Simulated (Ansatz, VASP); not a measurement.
# Two plane-wave programs on AlO

```
Al O
1.0
     2.89254    0.00000    0.00000
    -1.44627    2.50501    0.00000
     0.00000    0.00000   11.68592
Al O
4 4
Direct
  0.33333 0.66667 0.12395
  0.66667 0.33333 0.62395
  0.33333 0.66667 0.37605
  0.66667 0.33333 0.87605
  0.00000 0.00000 0.00000
  0.00000 0.00000 0.50000
  0.66667 0.33333 0.25000
  0.33333 0.66667 0.75000
```

Alike in both runs: functional PBE; k mesh 6 × 6 × 2; occupations gaussian, width 0.1 eV; no spin polarisation.

Ansatz relaxed the structure, and its values are those at the end. VASP's run is a single point on that final structure, the one shown.

```csv
,VASP,Ansatz
version,VASP 6.6.1,Ansatz 0.2.0
potentials or method,"VASP PAW PBE potentials, release 64 (Al, O), cutoff 520 eV","scalar-relativistic, plane waves, PAW"
valence electrons in the cell,36,36
```

VASP gave:

```
gap on the k mesh at the Fermi level (eV) : none
pressure (GPa)                            : -0.1
```

**Question.** What did Ansatz give for the same quantities?

**Answer.** gap on the k mesh at the Fermi level (eV): none; pressure (GPa): 0.0.

A gap of «none» marks a metal or a gap that the smearing closes. The functional is the same, so the differences come from potentials, cutoffs and numerics.

The k mesh is coarse, so the values compare programs but aren't converged.
